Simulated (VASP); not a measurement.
Runs of VASP 6.6.1 on Sc. The structure is that of space group P6_3/mmc (No. 194), or close to it. The cells are those of the table. 

```csv
task,cell,gap on the mesh (eV),pressure (GPa)
single point,"a = 3.252, b = 3.252, c = 5.063 Å, angles 90.0, 90.0, 120.0°, 2 atoms",none,3.7
electric field gradients,"a = 3.319, b = 3.319, c = 5.168 Å, angles 90.0, 90.0, 120.0°, 2 atoms",none,0.0
single point,"a = 3.341, b = 3.341, c = 5.202 Å, angles 90.0, 90.0, 120.0°, 2 atoms",none,-1.0
single point,"a = 3.297, b = 3.297, c = 5.133 Å, angles 90.0, 90.0, 120.0°, 2 atoms",none,1.1
single point,"a = 3.319, b = 3.319, c = 5.168 Å, angles 90.0, 90.0, 120.0°, 2 atoms",none,0.0
electric field gradients,"a = 3.297, b = 3.297, c = 5.133 Å, angles 90.0, 90.0, 120.0°, 2 atoms",none,1.1
electric field gradients,"a = 3.384, b = 3.384, c = 5.269 Å, angles 90.0, 90.0, 120.0°, 2 atoms",none,(a)
electric field gradients,"a = 3.252, b = 3.252, c = 5.063 Å, angles 90.0, 90.0, 120.0°, 2 atoms",none,3.7
```

Alike in all rows: level PBE; potentials or basis VASP PAW PBE potentials, release 64 (Sc_sv); no spin polarisation; k mesh 15 × 15 × 8; cutoff (eV) 520; smearing fermi-dirac 0.05 eV.

Question: Estimate the missing entries.

Answer: (a) -2.9.

A gap of «none» marks levels without a gap at the run's occupations.
